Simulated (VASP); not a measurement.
# Se (P3_221) in VASP: a series of runs, part 2 of 2

VASP 6.6.1. Earlier steps stand in the parts before.

### Step 4. Density of states, LDA

POSCAR

```
Se
1.0
    4.3551700000      0.0000000000      0.0000000000
   -2.1775850000      3.7716878578      0.0000000000
    0.0000000000      0.0000000000      4.9494500000
Se
3
Direct
    0.7830000000      0.7830000000      0.5000000000
    0.0000000000      0.2170000000      0.8333333333
    0.2170000000      0.0000000000      0.1666666667
```

INCAR.step1

```
PREC = Accurate
ENCUT = 520
EDIFF = 1E-6
ISMEAR = -1
SIGMA = 0.05
LREAL = False
LASPH = True
NELM = 60
ALGO = Normal
ISIF = 2
LWAVE = False
LCHARG = True
GGA = CA
NBANDS = 16
```

KPOINTS.step1

```
Automatic mesh
0
Gamma
  4 4 3
```

INCAR.step2

```
PREC = Accurate
ENCUT = 520
EDIFF = 1E-6
ISMEAR = -5
SIGMA = 0.05
LREAL = False
LASPH = True
NELM = 60
ALGO = Normal
ISIF = 2
LWAVE = False
LCHARG = False
GGA = CA
LORBIT = 11
NBANDS = 16
NEDOS = 1001
ICHARG = 11
```

KPOINTS.step2

```
Automatic mesh
0
Gamma
  6 6 5
```

Potentials or basis: VASP PAW LDA potentials, release 64 (Se).

The run is started by

```console
cat potpaw_LDA.64/Se/POTCAR > POTCAR
cp INCAR.step1 INCAR
cp KPOINTS.step1 KPOINTS
mpirun -np 1 vasp_std > vasp.out
cp INCAR.step2 INCAR
cp KPOINTS.step2 KPOINTS
mpirun -np 1 vasp_std > vasp.out
```

OUTCAR:

```text
PREC = Accurate
   ENCUT = 520
   EDIFF = 1E-6
   ISMEAR = -5
   LREAL = False
   LASPH = True
   NELM = 60
   ISIF = 2
   GGA = CA
   LORBIT = 11
   ICHARG = 11

 ion  position               nearest neighbor table
   1  0.783  0.783  0.500-   3 2.32   2 2.32
   2  0.000  0.217  0.833-   1 2.32   3 2.32
   3  0.217  0.000  0.167-   1 2.32   2 2.32

  LATTYP: Found a hexagonal cell.
 ALAT       =     4.3551700000
 C/A-ratio  =     1.1364539157

  Lattice vectors:

 A1 = (   4.3551700000,   0.0000000000,   0.0000000000)
 A2 = (  -2.1775850000,   3.7716878578,   0.0000000000)
 A3 = (   0.0000000000,   0.0000000000,   4.9494500000)

Analysis of symmetry for initial positions (statically):
=====================================================================
 Subroutine PRICEL returns:
 Original cell was already a primitive cell.

 Routine SETGRP: Setting up the symmetry group for a
 hexagonal supercell.

 Subroutine GETGRP returns: Found  6 space group operations
[... 170 lines left out ...]
 E-fermi :   2.6577     XC(G=0):  -9.1787

 val. band max:        2.6399598623   @ k =   0.3333   0.1667   0.4000
 cond. band min:       3.9899069389   @ k =   0.3333   0.3333   0.4000
 fundamental gap:      1.3499470766
 Fermi energy:         2.6576817991

 k-point     1 :       0.0000    0.0000    0.0000
  band No.  band energies     occupation
      1     -13.4306      2.00000
      2      -9.1223      2.00000
      3      -9.1223      2.00000
      4      -1.2622      2.00000
      5      -1.2622      2.00000
      6      -1.0792      2.00000
[... 433 lines left out ...]
      3      -7.3803      2.00000
      4      -2.8881      2.00000
      5      -1.8617      2.00000
      6      -1.2136      2.00000
[... 8 lines left out ...]
     15      10.4610      0.00000
     16      10.8917      0.00000

 [... further k-points ...]
[... 5 lines left out ...]
  --------------------------------------------------------------------------------------
  -------------------------------------------------------------------------------------
  Total        0.4342187      0.4342187      1.5847430     -0.0000000     -0.0000000      0.0000000
  in kB        8.5569964      8.5569964     31.2299747     -0.0000000     -0.0000000      0.0000000
  external PRESSURE =      16.1146559 kB  Pullay stress =       0.0000000 kB

 VOLUME and BASIS-vectors are now :
 -----------------------------------------------------------------------------
  energy-cutoff  :      520.00
  volume of cell :       81.30
      direct lattice vectors                 reciprocal lattice vectors
     4.355170000  0.000000000  0.000000000     0.229612162  0.132566644  0.000000000
    -2.177585000  3.771687858  0.000000000     0.000000000  0.265133287  0.000000000
     0.000000000  0.000000000  4.949450000     0.000000000  0.000000000  0.202042651

 POSITION                                       TOTAL-FORCE (eV/Angst)
 -----------------------------------------------------------------------------------
      1.70505      2.95323      2.47472        -0.487546     -0.844454     -0.000000
     -0.47254      0.81846      4.12454        -0.487546      0.844454     -0.000000
      0.94507      0.00000      0.82491         0.975092     -0.000000      0.000000
 -----------------------------------------------------------------------------------
    total drift:                               -0.000022     -0.000039     -0.000000

  FREE ENERGIE OF THE ION-ELECTRON SYSTEM (eV)
  ---------------------------------------------------
  free  energy   TOTEN  =       -12.2585861846 eV

  energy  without entropy=      -12.2585861846  energy(sigma->0) =      -12.25858618

 total charge

# of ion       s       p       d       tot
------------------------------------------
    1        1.514   2.205   0.066   3.785
    2        1.514   2.205   0.066   3.785
    3        1.514   2.205   0.066   3.785
--------------------------------------------------
tot          4.543   6.616   0.198  11.356
```

OUTCAR.step1:

```text
PREC = Accurate
   ENCUT = 520
   EDIFF = 1E-6
   ISMEAR = -1
   LREAL = False
   LASPH = True
[... 379 lines left out ...]
      1.70505      2.95323      2.47472        -0.477057     -0.826287     -0.000000
     -0.47254      0.81846      4.12454        -0.477057      0.826287     -0.000000
      0.94507      0.00000      0.82491         0.954114      0.000000      0.000000
 -----------------------------------------------------------------------------------
    total drift:                               -0.000000     -0.000000     -0.000000

  FREE ENERGIE OF THE ION-ELECTRON SYSTEM (eV)
  ---------------------------------------------------
  free  energy   TOTEN  =       -12.2607095815 eV

  energy  without entropy=      -12.2607095472  energy(sigma->0) =      -12.26070956
```

OSZICAR.step1:

```text
N       E                     dE             d eps       ncg     rms          rms(c)
DAV:   1     0.796949843010E+02    0.79695E+02   -0.71851E+03   288   0.934E+02
DAV:   2    -0.706026196319E+01   -0.86755E+02   -0.82960E+02   392   0.152E+02
DAV:   3    -0.123531732446E+02   -0.52929E+01   -0.52791E+01   360   0.431E+01
DAV:   4    -0.123923493184E+02   -0.39176E-01   -0.39171E-01   368   0.435E+00
DAV:   5    -0.123926277963E+02   -0.27848E-03   -0.27847E-03   376   0.358E-01    0.789E+00
DAV:   6    -0.122981418123E+02    0.94486E-01   -0.42319E-02   336   0.120E+00    0.483E+00
DAV:   7    -0.122617484255E+02    0.36393E-01   -0.81280E-02   360   0.161E+00    0.210E-01
DAV:   8    -0.122606825636E+02    0.10659E-02   -0.89416E-03   320   0.578E-01    0.105E-01
DAV:   9    -0.122607076384E+02   -0.25075E-04   -0.30281E-04   416   0.105E-01    0.315E-02
DAV:  10    -0.122607090460E+02   -0.14075E-05   -0.16845E-05   328   0.257E-02    0.654E-03
DAV:  11    -0.122607095815E+02   -0.53549E-06   -0.31031E-06   376   0.990E-03
   1 F= -.12260710E+02 E0= -.12260710E+02  d E =-.342169E-07
```

Run time: 42 s. Hardware: 1 thread of Oxide Virtual Turin-like, shared host; peak memory 0.12 GiB.

Results:

- Valence electrons inside the program's atomic spheres: Se 3.79

Levels at points of the mesh, in eV from the valence-band top:
| k point | band 6 | band 7 | band 8 | band 9 | band 10 | band 11 | band 12 | band 13 |
| --- | --- | --- | --- | --- | --- | --- | --- | --- |
| (0.00, 0.00, 0.00) | -3.72 | -2.08 | -2.08 | -0.29 | 2.07 | 2.07 | 2.47 | 5.85 |
| (0.50, 0.00, 0.00) | -3.37 | -2.89 | -1.86 | -0.95 | 2.08 | 2.62 | 4.38 | 5.31 |

Caveat: the k points lie up to 0.42 Å⁻¹ apart.

### Step 5. Density of states, PBEsol

POSCAR is that of step 4.

INCAR.step1

```
SYSTEM = Se
ALGO = Normal
EDIFF = 1E-6
ENCUT = 520
GGA = PS
ISIF = 2
ISMEAR = -1
LASPH = .True.
LCHARG = .True.
LREAL = .False.
LWAVE = .False.
NBANDS = 16
NELM = 60
PREC = Accurate
SIGMA = 0.05
```

KPOINTS.step1

```
k-points
0
Gamma
  4 4 3
  0 0 0
```

INCAR.step2

```
SYSTEM = Se
ALGO = Normal
EDIFF = 1E-6
ENCUT = 520
GGA = PS
ICHARG = 11
ISIF = 2
ISMEAR = -5
LASPH = .True.
LCHARG = .False.
LORBIT = 10
LREAL = .False.
LWAVE = .False.
NEDOS = 1001
NELM = 60
PREC = Accurate
SIGMA = 0.05
```

KPOINTS.step2

```
k-points
0
Gamma
  6 6 5
  0 0 0
```

Potentials or basis: VASP PAW PBE potentials, release 64 (Se).

The run is started by

```console
cat potpaw_PBE.64/Se/POTCAR > POTCAR
cp INCAR.step1 INCAR
cp KPOINTS.step1 KPOINTS
mpirun -np 1 vasp_std > vasp.out
cp INCAR.step2 INCAR
cp KPOINTS.step2 KPOINTS
mpirun -np 1 vasp_std > vasp.out
```

It took 39 s on 1 thread of Oxide Virtual Turin-like, shared host; peak memory 0.15 GiB.

It converged, with:

```yaml
Valence_electrons_inside_the_program's_atomic_spheres: Se 3.78
```

Levels at points of the mesh, in eV from the valence-band top:
| k point | band 5 | band 6 | band 7 | band 8 | band 9 | band 10 | band 11 | band 12 | band 13 |
| --- | --- | --- | --- | --- | --- | --- | --- | --- | --- |
| (0.00, 0.00, 0.00) | -3.90 | -3.71 | -2.10 | -2.10 | -0.30 | 2.12 | 2.12 | 2.51 | 5.92 |
| (0.50, 0.00, 0.00) | -4.76 | -3.37 | -2.89 | -1.87 | -0.96 | 2.12 | 2.67 | 4.42 | 5.35 |

Caveat: the k points lie up to 0.42 Å⁻¹ apart; the PAW data sets were made with another functional, which shifts forces and pressure a little.
